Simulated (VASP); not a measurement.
Write the native input for VASP 6.6.1 that does the following.

```
Task                               : single point
Functional                         : HSE06
Potentials or basis                : VASP PAW PBE potentials, release 64 (W_sv)
Cutoff                             : 520 eV
k mesh                             : 6 × 6 × 6
Occupations                        : fermi-dirac, width 0.1 eV
Spin                               : no spin polarisation
Dipole correction                  : no
Grid for exact exchange (PRECFOCK) : Normal
Further INCAR settings             : ALGO = Normal; EDIFF = 1e-06; NBANDS = 13
Share of exact exchange            : 0.25
Screening parameter                : 0.2079 1/Å
```

The system is W.

```
W
1.0
    -1.55813    1.55813    1.55813
     1.55813   -1.55813    1.55813
     1.55813    1.55813   -1.55813
W
1
Direct
  0.00000 0.00000 0.00000
```

One way to write it, as run:

POSCAR

```
W
1.0
   -1.5581304024      1.5581304024      1.5581304024
    1.5581304024     -1.5581304024      1.5581304024
    1.5581304024      1.5581304024     -1.5581304024
W
1
Direct
    0.0000000000      0.0000000000      0.0000000000
```

INCAR.step1

```
PREC     = Accurate       # precision mode
ENCUT    = 520            # plane-wave cutoff, eV
EDIFF    = 1E-5           # SCF threshold, eV
ISMEAR   = -1             # smearing method
SIGMA    = 0.1            # smearing width, eV
LREAL    = False          # projectors in reciprocal space
LASPH    = True           # aspherical terms in the spheres
NELM     = 80             # most SCF steps
ALGO     = Normal         # electronic algorithm
ISIF     = 2              # what is computed and relaxed
LWAVE    = True           # write WAVECAR
LCHARG   = False          # write CHGCAR
NBANDS   = 13             # bands
GGA      = PE             # functional
```

INCAR.step2

```
PREC     = Accurate       # precision mode
ENCUT    = 520            # plane-wave cutoff, eV
EDIFF    = 1E-6           # SCF threshold, eV
ISMEAR   = -1             # smearing method
SIGMA    = 0.1            # smearing width, eV
LREAL    = False          # projectors in reciprocal space
LASPH    = True           # aspherical terms in the spheres
NELM     = 80             # most SCF steps
ALGO     = Normal         # electronic algorithm
ISIF     = 2              # what is computed and relaxed
LWAVE    = False          # write WAVECAR
LCHARG   = False          # write CHGCAR
GGA      = PE             # functional
LHFCALC  = True           # exact exchange
HFSCREEN = 0.2079         # screening, 1/A
PRECFOCK = Normal       
NBANDS   = 13             # bands
ISTART   = 1
```

KPOINTS

```
regular mesh
0
Gamma
  6 6 6
```

Potentials or basis: VASP PAW PBE potentials, release 64 (W_sv).

The run is started by

```sh
$ cat potpaw_PBE.64/W_sv/POTCAR > POTCAR
$ cp INCAR.step1 INCAR
$ mpirun -np 1 vasp_std > vasp.out
$ cp INCAR.step2 INCAR
$ mpirun -np 1 vasp_std > vasp.out
```

Results of the run:

```yaml
Pressure: 12.7 GPa
Band_gap_on_the_k_mesh: zero (bands 7 and 8 overlap by 7.89 eV)
```

Caveat: the k points lie up to 0.48 Å⁻¹ apart, too coarse for converged energies and pressures of a metal; the PAW data sets were made with another functional, which shifts forces and pressure a little; spin-orbit coupling is left out, which moves the levels of the heavy elements.

It took 4.8 min on 1 thread of Intel(R) Xeon(R) 6975P-C (Granite Rapids) (shared host), peak memory 0.23 GiB.
